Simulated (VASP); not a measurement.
# SnO2: single point with PBE

Crystal: SnO2.

```
Sn O
1.0
     4.82719    0.00000    0.00000
     0.00000    4.82719    0.00000
     0.00000    0.00000    3.23815
Sn O
2 4
Direct
  0.50000 0.50000 0.50000
  0.00000 0.00000 0.00000
  0.19342 0.80658 0.50000
  0.80658 0.19342 0.50000
  0.30658 0.30658 0.00000
  0.69342 0.69342 0.00000
```

| Property | Result |
| --- | --- |
| Program | VASP 6.6.1 |
| Task | single point |
| Functional | PBE |
| Potentials or basis | VASP PAW PBE potentials, release 64 (Sn_d, O) |
| Cutoff | 520 eV |
| k mesh | 6 × 6 × 8 |
| Occupations | gaussian, width 0.02 eV |
| Spin | no spin polarisation |

```yaml
Pressure: 0.6 GPa
Largest_force: 0.017 eV/Å
Band_gap_on_the_k_mesh: 0.67 eV, direct
```

Forces in eV/Å, atoms in the order of the input:
```
Sn   0.000  0.000  0.000
Sn   0.000  0.000  0.000
O    0.012 -0.012  0.000
O   -0.012  0.012  0.000
O   -0.012 -0.012  0.000
O    0.012  0.012  0.000
```

Stress tensor (GPa, compression positive):
```
0.53 0.00 0.00
0.00 0.53 0.00
0.00 0.00 0.82
```

Levels at points of the mesh, in eV from the valence-band top:
| k point | band 22 | band 23 | band 24 | band 25 | band 26 | band 27 | band 28 | band 29 | band 30 | band 31 |
| --- | --- | --- | --- | --- | --- | --- | --- | --- | --- | --- |
| (0.00, 0.00, 0.00) | -1.26 | -1.26 | -0.74 | -0.74 | 0.00 | 0.67 | 5.69 | 6.06 | 6.06 | 10.12 |
| (0.50, 0.00, 0.00) | -1.90 | -1.21 | -1.21 | -0.61 | -0.61 | 3.88 | 3.88 | 6.81 | 6.81 | 10.40 |
| (0.50, 0.50, 0.00) | -1.87 | -1.33 | -1.33 | -0.85 | -0.85 | 4.27 | 4.27 | 7.15 | 7.15 | 10.48 |
| (0.00, 0.00, 0.50) | -2.58 | -1.53 | -1.53 | -1.18 | -1.18 | 5.59 | 5.59 | 9.36 | 9.36 | 10.31 |
| (0.50, 0.00, 0.50) | -1.66 | -1.02 | -1.02 | -0.75 | -0.75 | 5.85 | 5.85 | 7.61 | 7.61 | 10.57 |
| (0.50, 0.50, 0.50) | -2.43 | -0.92 | -0.92 | -0.78 | -0.78 | 4.35 | 4.35 | 8.61 | 8.61 | 10.57 |

It took 80 s on 1 thread of AMD EPYC 7R13 Processor (Zen 3), on a shared host, peak memory 0.21 GiB.

Caveat: spin-orbit coupling is left out, which moves the levels of the heavy elements. PBE gaps usually lie below the measured ones, often by a third to a half.
